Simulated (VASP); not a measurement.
Set up this calculation in VASP 6.6.1, as the native input.

| Quantity | Value |
| --- | --- |
| Task | single point |
| Functional | r2SCAN |
| Potentials or basis | VASP PAW PBE potentials, release 64 (Al, Ga_d, N) |
| Cutoff | 520 eV |
| k mesh | 8 × 8 × 6 |
| Occupations | gaussian, width 0.05 eV |
| Spin | no spin polarisation |
| Dipole correction | no |
| Further INCAR settings | ALGO = Normal; EDIFF = 1e-06; NBANDS = 21 |

Crystal: AlGaN2.

```
Al Ga N
1.0
     3.29545    0.00000    0.00000
     0.00000    3.29545    0.00000
     0.00000    0.00000    4.64347
Al Ga N
1 1 2
Direct
  0.50000 0.50000 0.50000
  0.00000 0.00000 0.00000
  0.50000 0.00000 0.73908
  0.00000 0.50000 0.26092
```

This cell differs from its parent crystal: strain +0.050 along x and y, +0.050 along z.

The input as run:

POSCAR

```
AlGaN2
1.0
    3.2954527410      0.0000000000      0.0000000000
    0.0000000000      3.2954527410      0.0000000000
    0.0000000000      0.0000000000      4.6434745640
Al Ga N
1 1 2
Direct
    0.5000000000      0.5000000000      0.5000000000
    0.0000000000      0.0000000000      0.0000000000
    0.5000000000      0.0000000000      0.7390831705
    0.0000000000      0.5000000000      0.2609168295
```

INCAR.step1

```
PREC = Accurate ; ENCUT = 520
ISMEAR = 0 ; SIGMA = 0.05
LREAL = False ; LASPH = True
NELM = 60 ; NBANDS = 21
GGA = PE ; ALGO = Normal
EDIFF = 1E-4 ; LWAVE = True
LCHARG = False
```

INCAR.step2

```
PREC = Accurate ; ENCUT = 520
EDIFF = 1E-6 ; ISMEAR = 0
SIGMA = 0.05 ; LREAL = False
LASPH = True ; NELM = 60
ALGO = Normal ; ISIF = 2
LWAVE = False ; LCHARG = True
METAGGA = R2SCAN ; LMIXTAU = True
LELF = True ; LVHAR = True
NBANDS = 21 ; ISTART = 1
```

KPOINTS

```
Automatic mesh
0
Gamma
  8 8 6
```

Potentials or basis: VASP PAW PBE potentials, release 64 (Al, Ga_d, N).

Launch:

```bash
$ cat potpaw_PBE.64/Al/POTCAR potpaw_PBE.64/Ga_d/POTCAR potpaw_PBE.64/N/POTCAR > POTCAR
$ cp INCAR.step1 INCAR
$ mpirun -np 1 vasp_std > vasp.out
$ cp INCAR.step2 INCAR
$ mpirun -np 1 vasp_std > vasp.out
```

Results of the run:

| Quantity | Value |
| --- | --- |
| Pressure | -21.9 GPa |
| Largest force | 0.082 eV/Å |
| Band gap on the k mesh | 2.29 eV |

Caveat: the cell differs from its parent crystal (strain +0.050 along x and y, +0.050 along z); the cell stands under tension; the PAW data sets were made with another functional, which shifts forces and pressure a little.

Wall time 110 s on 1 thread of Intel(R) Xeon(R) 6975P-C (Granite Rapids) (shared host), peak memory 0.21 GiB.
